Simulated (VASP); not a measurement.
# Ta: single point with LDA

Crystal: Ta.

```xyz
1
Lattice="-1.6232 1.6232 1.6232 1.6232 -1.6232 1.6232 1.6232 1.6232 -1.6232" Properties=species:S:1:pos:R:3 pbc="T T T"
Ta    0.0000    0.0000    0.0000
```

```json
{
  "Program": "VASP 6.6.1",
  "Task": "single point",
  "Functional": "LDA",
  "Potentials or basis": "VASP PAW LDA potentials, release 64 (Ta_sv_GW)",
  "Cutoff": "500 eV",
  "k mesh": "8 × 8 × 8",
  "Occupations": "gaussian, width 0.1 eV",
  "Spin": "no spin polarisation"
}
```

* Pressure: -0.4 GPa
* Band gap on the k mesh: zero (an odd number of electrons rules out a gap without spin polarisation)

Levels at points of the mesh, in eV from the Fermi level:
```csv
k point,band 2,band 3,band 4,band 5,band 6,band 7,band 8,band 9,band 10,band 11
"(0.00, 0.00, 0.00)",-32.63,-32.63,-32.63,-7.95,0.74,0.74,0.74,4.18,4.18,14.95
"(0.50, 0.00, 0.00)",-34.04,-33.08,-32.64,-4.53,-1.67,2.08,4.09,5.17,8.33,12.10
"(0.50, 0.50, 0.50)",-33.61,-33.61,-33.61,-4.06,-4.06,7.28,7.28,7.28,9.26,9.26
```

Run time: 4.6 s on 1 thread of Intel(R) Xeon(R) Platinum 8375C CPU @ 2.90GHz (Ice Lake), on a shared host, peak memory 0.13 GiB.

Caveat: spin-orbit coupling is left out, which moves the levels of the heavy elements.
